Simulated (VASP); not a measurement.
# As (Im-3m) in VASP: notebook

The runs below take As through single point, with BLYP.

Everything below comes from runs of VASP 6.6.1. Logs are shortened: lines on timing, memory, paths and dates and some standing lists are left out, and cuts for length are marked.

**1. The cell of the first run**

Symmetry: Im-3m, No. 229, cubic system. The conventional cell has a = 3.481 Å, b = 3.481 Å, c = 3.481 Å, α = 90.00°, β = 90.00°, γ = 90.00°. As (site symmetry m-3m) has 14 As at 3.01 to 3.48 Å within 4.0 Å.

**2. Single point, BLYP**

File INCAR:

```
AGGAC    = 1.0          
AGGAX    = 1.0          
ALDAC    = 0.0          
ALDAX    = 1.0          
ALGO     = Normal         # electronic algorithm
EDIFF    = 1E-6           # SCF threshold, eV
ENCUT    = 520            # plane-wave cutoff, eV
GGA      = B5             # functional
ISIF     = 2              # what is computed and relaxed
ISMEAR   = -1             # smearing method
LASPH    = True           # aspherical terms in the spheres
LCHARG   = False          # write CHGCAR
LREAL    = False          # projectors in reciprocal space
LWAVE    = False          # write WAVECAR
NBANDS   = 8              # bands
NELM     = 60             # most SCF steps
PREC     = Accurate       # precision mode
SIGMA    = 0.1            # smearing width, eV
```

File KPOINTS:

```
k-points
0
Gamma
  14 14 14
```

File POSCAR:

```
As
1.0
   -1.7403445870      1.7403445870      1.7403445870
    1.7403445870     -1.7403445870      1.7403445870
    1.7403445870      1.7403445870     -1.7403445870
As
1
Direct
    0.0000000000      0.0000000000      0.0000000000
```

Potentials or basis: VASP PAW PBE potentials, release 64 (As).

Launch:

```console
> cat potpaw_PBE.64/As/POTCAR > POTCAR
> mpirun -np 1 vasp_std > vasp.out
```

OUTCAR:

```text
EDIFF = 1E-6
   ENCUT = 520
   GGA = B5
   ISIF = 2
   ISMEAR = -1
   LASPH = True
   LREAL = False
   NELM = 60
   PREC = Accurate

 ion  position               nearest neighbor table
   1  0.000  0.000  0.000-

  LATTYP: Found a body centered cubic cell.
 ALAT       =     3.4806891740

  Lattice vectors:

 A1 = (  -1.7403445870,   1.7403445870,   1.7403445870)
 A2 = (   1.7403445870,  -1.7403445870,   1.7403445870)
 A3 = (   1.7403445870,   1.7403445870,  -1.7403445870)

Analysis of symmetry for initial positions (statically):
=====================================================================
 Subroutine PRICEL returns:
 Original cell was already a primitive cell.

 Routine SETGRP: Setting up the symmetry group for a
 body centered cubic supercell.

 Subroutine GETGRP returns: Found 48 space group operations
 (whereof 48 operations were pure point group operations)
 out of a pool of 48 trial point group operations.

The static configuration has the point symmetry O_h .

Analysis of symmetry for dynamics (positions and initial velocities):
=====================================================================
 Subroutine PRICEL returns:
 Original cell was already a primitive cell.

 Routine SETGRP: Setting up the symmetry group for a
 body centered cubic supercell.

 Subroutine GETGRP returns: Found 48 space group operations
 (whereof 48 operations were pure point group operations)
 out of a pool of 48 trial point group operations.

The dynamic configuration has the point symmetry O_h .

 Subroutine INISYM returns: Found 48 space group operations
 (whereof 48 operations are pure point group operations),
 and found     1 'primitive' translations

----------------------------------------------------------------------------------------

                                     Primitive cell

  volume of cell :      21.0846

  direct lattice vectors                    reciprocal lattice vectors
    -1.740344587  1.740344587  1.740344587     0.000000000  0.287299425  0.287299425
     1.740344587 -1.740344587  1.740344587     0.287299425  0.000000000  0.287299425
     1.740344587  1.740344587 -1.740344587     0.287299425  0.287299425  0.000000000

  length of vectors
     3.014365247  3.014365247  3.014365247     0.406302744  0.406302744  0.406302744

  position of ions in fractional coordinates (direct lattice)
     0.000000000  0.000000000  0.000000000

  ion indices of the primitive-cell ions
   primitive index   ion index
                 1           1

----------------------------------------------------------------------------------------

 KPOINTS: k-points

Automatic generation of k-mesh.
 Grid dimensions read from file:
 generate k-points for:   14   14   14

 Generating k-lattice:

  Cartesian coordinates                     Fractional coordinates (reciprocal lattice)
     0.000000000  0.020521388  0.020521388     0.071428571  0.000000000  0.000000000
     0.020521388  0.000000000  0.020521388     0.000000000  0.071428571  0.000000000
     0.020521388  0.020521388  0.000000000     0.000000000  0.000000000  0.071428571

  Length of vectors
     0.029021625  0.029021625  0.029021625

  Shift w.r.t. Gamma in fractional coordinates (k-lattice)
     0.000000000  0.000000000  0.000000000

 Subroutine IBZKPT returns following result:
 ===========================================

 Found    104 irreducible k-points:

 Following reciprocal coordinates:
            Coordinates               Weight
  0.000000  0.000000  0.000000      1.000000
  0.071429  0.000000  0.000000     12.000000
  0.142857  0.000000  0.000000     12.000000
  0.214286  0.000000  0.000000     12.000000
  0.285714  0.000000  0.000000     12.000000
  0.357143  0.000000  0.000000     12.000000
[... 16 lines left out ...]
  0.285714  0.285714  0.000000     24.000000
  0.357143  0.285714  0.000000     24.000000
 [... further k-points ...]
   k-points           NKPTS =    104   k-points in BZ     NKDIM =    104   number of bands    NBANDS=      8
   number of dos      NEDOS =    301   number of ions     NIONS =      1
   total plane-waves  NPLWV =  13824
   dimension x,y,z NGX =    24 NGY =   24 NGZ =   24
   dimension x,y,z NGXF=    48 NGYF=   48 NGZF=   48
   ions per type =               1
   NGX,Y,Z   is equivalent  to a cutoff of  13.24, 13.24, 13.24 a.u.
   NGXF,Y,Z  is equivalent  to a cutoff of  26.47, 26.47, 26.47 a.u.
 SYSTEM =  unknown system
   PREC   = accura    normal or accurate (medium, high low for compatibility)
   ISTART =      0    job   : 0-new  1-cont  2-samecut
   ICHARG =      2    charge: 1-file 2-atom 10-const
   ISPIN  =      1    spin polarized calculation?
   LNONCOLLINEAR =      F non collinear calculations
   LSORBIT =      F    spin-orbit coupling
   LASPH  =      T    aspherical Exc in radial PAW
   ENCUT  =  520.0 eV  38.22 Ry    6.18 a.u.   5.60  5.60  5.60*2*pi/ulx,y,z
   NELM   =     60;   NELMIN=  2; NELMDL= -5     # of ELM steps
   EDIFF  = 0.1E-05   stopping-criterion for ELM
   LREAL  =      F    real-space projection
   EDIFFG = 0.1E-04   stopping-criterion for IOM
   NSW    =      0    number of steps for IOM
   IBRION =     -1    ionic relax: 0-MD 1-quasi-New 2-CG
   NFREE  =      0    steps in history (QN), initial steepest desc. (CG)
   ISIF   =      2    stress and relaxation
   ISYM   =      2    0-nonsym 1-usesym 2-fastsym
   POTIM  = 0.5000    time-step for ionic-motion
   TEBEG  =    0.0;   TEEND  =   0.0 temperature during run
   PSTRESS=    0.0 pullay stress
   NELECT =       5.0000    total number of electrons
   NUPDOWN=      -1.0000    fix difference up-down
   EMIN   =  10.00;   EMAX   =-10.00  energy-range for DOS
   EFERMI =   0.00;   METHOD = LEGACY
   ISMEAR =    -1;   SIGMA  =   0.10  broadening in eV -4-tet -1-fermi 0-gaus
   EFERMI_NEDOS =   21; number of points for ismear=-14 and -15
   IALGO  =     38    algorithm
   IMIX   =      4    mixing-type and parameters
     AMIX     =   0.40;   BMIX     =  1.00
     AMIX_MAG =   1.60;   BMIX_MAG =  1.00
  volume/ion in A,a.u.               =      21.08       142.29
  Fermi-wavevector in a.u.,A,eV,Ry     =   1.013311  1.914881 13.970462  1.026800
  Thomas-Fermi vector in A             =   2.146473
   LORBIT       =      0    0 simple, 1 ext, 2 COOP (PROOUT), +10 PAW based schemes
   GGA     = B5    functional components
   LHFCALC =     F    Hartree Fock is set to
   AEXX    =    0.0000 exact exchange contribution
   IVDW    =     0    specifies the selected vdW correction
   LEPSILON=     F    determine dielectric tensor
   LRPA    =     F    only Hartree local field effects (RPA)
 non-spin polarized calculation
  energy-cutoff  :      520.00
  volume of cell :       21.08
 maximum number of plane-waves:       586
   NGX = 11   NGY = 11   NGZ = 11

 number of electron       5.0000001 magnetization

 Free energy of the ion-electron system (eV)
  ---------------------------------------------------
  ext. energy  EPLUGINS =         0.00000000
  ---------------------------------------------------
  free energy    TOTEN  =        -3.38312760 eV

  energy without entropy =       -3.36140820  energy(sigma->0) =       -3.37226790

 E-fermi :   5.7173     XC(G=0):  -9.6418

 val. band max:        5.7173165800   @ k =  -0.3571   0.4286   0.2857
 cond. band min:       5.7541132368   @ k =  -0.4286   0.4286   0.2857
 fundamental gap:      0.0367966567
 Fermi energy:         5.7173383809

 k-point     1 :       0.0000    0.0000    0.0000
  band No.  band energies     occupation
      1      -8.3973      2.00000
      2      10.7147      0.00000
      3      10.7147      0.00000
      4      10.7147      0.00000
      5      18.4541      0.00000
      6      18.4541      0.00000
      7      18.4541      0.00000
      8      18.9525      0.00000

 k-point     2 :       0.0714    0.0000    0.0000
  band No.  band energies     occupation
      1      -8.2841      2.00000
      2       9.9778      0.00000
      3      10.4363      0.00000
      4      10.6608      0.00000
      5      17.9739      0.00000
      6      18.0883      0.00000
      7      18.9535      0.00000
      8      19.5729      0.00000

 k-point     3 :       0.1429    0.0000    0.0000
  band No.  band energies     occupation
      1      -7.9467      2.00000
      2       8.2670      0.00000
      3       9.7772      0.00000
      4      10.5075      0.00000
      5      16.8918      0.00000
      6      17.0470      0.00000
      7      20.1465      0.00000
      8      20.2753      0.00000

 k-point     4 :       0.2143    0.0000    0.0000
  band No.  band energies     occupation
      1      -7.3938      2.00000
      2       6.2183      0.01325
      3       9.0180      0.00000
      4      10.2823      0.00000
      5      15.6602      0.00000
      6      16.1384      0.00000
      7      20.3989      0.00000
      8      20.5887      0.00000

 k-point     5 :       0.2857    0.0000    0.0000
  band No.  band energies     occupation
      1      -6.6463      2.00000
      2       4.1546      2.00000
      3       8.3315      0.00000
      4      10.0311      0.00000
      5      14.6838      0.00000
      6      15.3872      0.00000
      7      20.7696      0.00000
      8      21.3124      0.00000
[... 177 lines left out ...]
 k-point    22 :       0.3571    0.2143    0.0000
  band No.  band energies     occupation
      1      -4.0766      2.00000
      2       1.0590      2.00000
      3       4.1450      2.00000
      4       8.4337      0.00000
      5      15.2279      0.00000
      6      18.0400      0.00000
      7      20.9612      0.00000
      8      22.0894      0.00000

 k-point    23 :       0.2857    0.2857    0.0000
  band No.  band energies     occupation
      1      -4.0403      2.00000
      2       1.6089      2.00000
      3       3.2815      2.00000
      4       8.3555      0.00000
      5      15.6353      0.00000
      6      18.1609      0.00000
      7      20.7230      0.00000
      8      23.1191      0.00000

 k-point    24 :       0.3571    0.2857    0.0000
  band No.  band energies     occupation
      1      -3.7494      2.00000
      2       1.5524      2.00000
      3       2.7312      2.00000
      4       8.2785      0.00000
      5      15.7347      0.00000
      6      18.7343      0.00000
      7      19.8764      0.00000
      8      23.6890      0.00000

 [... further k-points ...]

------------------------ aborting loop because EDIFF is reached ----------------------------------------

  FORCE on cell =-STRESS in cart. coord.  units (eV):
  Direction    XX          YY          ZZ          XY          YZ          ZX
  --------------------------------------------------------------------------------------
  -------------------------------------------------------------------------------------
  Total       -0.0018873     -0.0018873     -0.0018873     -0.0000000      0.0000000     -0.0000000
  in kB       -0.1434088     -0.1434088     -0.1434088     -0.0000000      0.0000000     -0.0000000
  external PRESSURE =      -0.1434088 kB  Pullay stress =       0.0000000 kB

 VOLUME and BASIS-vectors are now :
 -----------------------------------------------------------------------------
  energy-cutoff  :      520.00
  volume of cell :       21.08
      direct lattice vectors                 reciprocal lattice vectors
    -1.740344587  1.740344587  1.740344587     0.000000000  0.287299425  0.287299425
     1.740344587 -1.740344587  1.740344587     0.287299425  0.000000000  0.287299425
     1.740344587  1.740344587 -1.740344587     0.287299425  0.287299425  0.000000000

 POSITION                                       TOTAL-FORCE (eV/Angst)
 -----------------------------------------------------------------------------------
      0.00000      0.00000      0.00000        -0.000000     -0.000000      0.000000
 -----------------------------------------------------------------------------------
    total drift:                                0.000000      0.000000     -0.000000

  FREE ENERGIE OF THE ION-ELECTRON SYSTEM (eV)
  ---------------------------------------------------
  free  energy   TOTEN  =        -3.3831275972 eV

  energy  without entropy=       -3.3614082011  energy(sigma->0) =       -3.37226790
```

Wall time 8.1 s (1 thread of Intel Xeon 6975P-C (Granite Rapids), shared host); peak memory 0.14 GiB.

Results:

* Free energy: -3.3831 eV
* Pressure: 0.0 GPa

Caveat: the PAW data sets were made with another functional, which shifts forces and pressure a little.

**3. Single point, BLYP (volume scaled by 1.04)**

File INCAR:

```
  PREC = Accurate
  ENCUT = 520
  EDIFF = 1E-7
  ISMEAR = -1
  SIGMA = 0.1
  LREAL = F
  LASPH = T
  NELM = 60
  ALGO = Normal
  ISIF = 2
  LWAVE = F
  LCHARG = F
  GGA = B5
  ALDAX = 1.0
  AGGAX = 1.0
  AGGAC = 1.0
  ALDAC = 0.0
  NBANDS = 8
```

File KPOINTS:

```
regular mesh
0
Gamma
  14 14 14
```

File POSCAR:

```
As
1.0
   -1.7632464842      1.7632464842      1.7632464842
    1.7632464842     -1.7632464842      1.7632464842
    1.7632464842      1.7632464842     -1.7632464842
As
1
Direct
    0.0000000000      0.0000000000      0.0000000000
```

Potentials or basis: VASP PAW PBE potentials, release 64 (As).

Launch:

```console
> cat potpaw_PBE.64/As/POTCAR > POTCAR
> mpirun -np 1 vasp_std > vasp.out
```

It took 7.2 s on 1 thread of Intel Xeon 6975P-C (Granite Rapids), shared host; peak memory 0.14 GiB.

Results (log left out):

```
Free energy : -3.3770 eV
Pressure    : -2.2 GPa
```

Levels at points of the mesh, in eV from the Fermi level:
| k point | band 1 | band 2 | band 3 | band 4 | band 5 | band 6 | band 7 |
| --- | --- | --- | --- | --- | --- | --- | --- |
| (0.00, 0.00, 0.00) | -13.81 | 4.73 | 4.73 | 4.73 | 12.58 | 12.58 | 12.58 |
| (0.50, 0.00, 0.00) | -10.10 | -5.34 | 1.56 | 3.71 | 7.61 | 8.64 | 17.33 |
| (0.50, 0.50, 0.50) | -7.42 | -1.84 | -1.84 | -1.84 | 4.54 | 4.54 | 22.34 |

Caveat: the PAW data sets were made with another functional, which shifts forces and pressure a little.

**4. Single point, BLYP (volume scaled by 1.08)**

File INCAR:

```
SYSTEM = As
  AGGAC = 1.0
  AGGAX = 1.0
  ALDAC = 0.0
  ALDAX = 1.0
  ALGO = Normal
  EDIFF = 1E-6
  ENCUT = 520
  GGA = B5
  ISIF = 2
  ISMEAR = -1
  LASPH = .True.
  LCHARG = .False.
  LREAL = .False.
  LWAVE = .False.
  NBANDS = 8
  NELM = 80
  PREC = Accurate
  SIGMA = 0.1
```

File KPOINTS:

```
k-points
0
Gamma
  14 14 14
  0 0 0
```

File POSCAR:

```
As
1.0
   -1.7855684296      1.7855684296      1.7855684296
    1.7855684296     -1.7855684296      1.7855684296
    1.7855684296      1.7855684296     -1.7855684296
As
1
Direct
    0.0000000000      0.0000000000      0.0000000000
```

Launch:

```console
> cat potpaw_PBE.64/As/POTCAR > POTCAR
> mpirun -np 1 vasp_std > vasp.out
```

It took 7.2 s on 1 thread of Intel Xeon 6975P-C (Granite Rapids), shared host; peak memory 0.14 GiB.

The run converged. Its results:

```yaml
Free_energy: -3.3604 eV
Pressure: -4.0 GPa
```

Levels at points of the mesh, in eV from the Fermi level:
| k point | band 1 | band 2 | band 3 | band 4 | band 5 | band 6 | band 7 |
| --- | --- | --- | --- | --- | --- | --- | --- |
| (0.00, 0.00, 0.00) | -13.53 | 4.48 | 4.48 | 4.48 | 12.06 | 12.42 | 12.42 |
| (0.50, 0.00, 0.00) | -10.04 | -5.11 | 1.48 | 3.55 | 7.50 | 8.61 | 17.05 |
| (0.50, 0.50, 0.50) | -7.56 | -1.76 | -1.76 | -1.76 | 4.63 | 4.63 | 21.91 |

Caveat: the PAW data sets were made with another functional, which shifts forces and pressure a little.

**5. Single point, BLYP (volume scaled by 1.12)**

File INCAR:

```
SYSTEM = As
PREC     = Accurate       ! precision mode
ENCUT    = 520            ! plane-wave cutoff, eV
EDIFF    = 1E-7           ! SCF threshold, eV
ISMEAR   = -1             ! smearing method
SIGMA    = 0.1            ! smearing width, eV
LREAL    = .False.        ! projectors in reciprocal space
LASPH    = .True.         ! aspherical terms in the spheres
NELM     = 60             ! most SCF steps
ALGO     = Normal         ! electronic algorithm
ISIF     = 2              ! what is computed and relaxed
LWAVE    = .False.        ! write WAVECAR
LCHARG   = .False.        ! write CHGCAR
GGA      = B5             ! functional
ALDAX    = 1.0          
AGGAX    = 1.0          
AGGAC    = 1.0          
ALDAC    = 0.0          
NBANDS   = 8              ! bands
```

File KPOINTS:

```
Automatic mesh
0
Gamma
  14 14 14
  0 0 0
```

File POSCAR:

```
As
1.0
   -1.8073458006      1.8073458006      1.8073458006
    1.8073458006     -1.8073458006      1.8073458006
    1.8073458006      1.8073458006     -1.8073458006
As
1
Direct
    0.0000000000      0.0000000000      0.0000000000
```

Launch:

```console
> cat potpaw_PBE.64/As/POTCAR > POTCAR
> mpirun -np 1 vasp_std > vasp.out
```

It took 9.6 s on 1 thread of Intel Xeon 6975P-C (Granite Rapids), shared host; peak memory 0.14 GiB.

Results (log left out):

```
Free energy : -3.3354 eV
Pressure    : -5.5 GPa
```

Levels at points of the mesh, in eV from the Fermi level:
| k point | band 1 | band 2 | band 3 | band 4 | band 5 | band 6 | band 7 |
| --- | --- | --- | --- | --- | --- | --- | --- |
| (0.00, 0.00, 0.00) | -13.28 | 4.25 | 4.25 | 4.25 | 11.54 | 12.28 | 12.28 |
| (0.50, 0.00, 0.00) | -10.00 | -4.89 | 1.40 | 3.39 | 7.40 | 8.58 | 16.79 |
| (0.50, 0.50, 0.50) | -7.69 | -1.69 | -1.69 | -1.69 | 4.72 | 4.72 | 21.51 |

Caveat: the PAW data sets were made with another functional, which shifts forces and pressure a little.

[end of part 1 of 2]
